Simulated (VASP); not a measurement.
The system is TePb.

```
Pb Te
1.0
     0.00000    3.25240    3.25240
     3.25240    0.00000    3.25240
     3.25240    3.25240    0.00000
Pb Te
1 1
Cartesian
  0.0000 0.0000 0.0000
  3.2524 3.2524 3.2524
```

Base run:

| Property | Result |
| --- | --- |
| Program | VASP 6.6.1 |
| Functional | PBE exchange alone |
| Potentials or basis | VASP PAW PBE potentials, release 64 (Pb_d, Te) |
| Cutoff | 520 eV |
| k mesh | 7 × 7 × 7 |
| Occupations | fermi-dirac, width 0.05 eV |
| Spin | no spin polarisation |

Its results: pressure 9.0 GPa.

Question: The run is repeated on the same cell with these changes: functional from PBE exchange alone to revPBE. What comes out?

Answer: Pressure 2.2 GPa.

Caveats: the PAW data sets were made with another functional, which shifts forces and pressure a little (some runs).
